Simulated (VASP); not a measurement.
Ge: single point with LDA

Crystal: Ge.

```xyz
8
Lattice="4.7581 2.7471 2.1684 -4.7581 2.7471 2.1684 0.0000 -5.4942 2.1684" Properties=species:S:1:pos:R:3 pbc="T T T"
Ge    0.0000    0.0000    4.6580
Ge    0.0000    0.0000    1.8472
Ge   -3.3136   -0.8524    2.7899
Ge    2.3950   -2.4435    2.7899
Ge    0.9186    3.2959    2.7899
Ge    3.3136    0.8524    3.7153
Ge   -2.3950    2.4435    3.7153
Ge   -0.9186   -3.2959    3.7153
```

```yaml
Program: VASP 6.6.1
Task: single point
Functional: LDA
Potentials_or_basis: VASP PAW LDA potentials, release 64 (Ge_d)
Cutoff: 520 eV
k_mesh: 9 × 9 × 9
Occupations: gaussian, width 0.15 eV
Spin: no spin polarisation
```

```
Pressure               : -2.4 GPa
Largest force          : 0.925 eV/Å
Band gap on the k mesh : zero (bands 56 and 57 overlap by 0.87 eV)
```

Forces in eV/Å, atoms in the order of the input:
```
Ge   0.000  0.000 -0.925
Ge   0.000  0.000  0.925
Ge   0.154  0.640 -0.030
Ge  -0.631 -0.186 -0.030
Ge   0.477 -0.454 -0.030
Ge  -0.154 -0.640  0.030
Ge   0.631  0.186  0.030
Ge  -0.477  0.454  0.030
```

Stress tensor (GPa, compression positive):
```
  2.52   0.00   0.00
  0.00   2.52   0.00
  0.00   0.00 -12.20
```

Levels at points of the mesh, in eV from the Fermi level:
```
           k point  band 53  band 54  band 55  band 56  band 57  band 58  band 59  band 60
(0.00, 0.00, 0.00)    -3.36    -1.12    -1.12    -0.39     1.47     1.73     1.73     3.38
```

It took 49 min on 1 thread of Oxide Virtual Turin-like Processor, with other jobs on the host, peak memory 0.86 GiB.

Caveat: the stress differs along the axes, from -12 to 3 GPa.
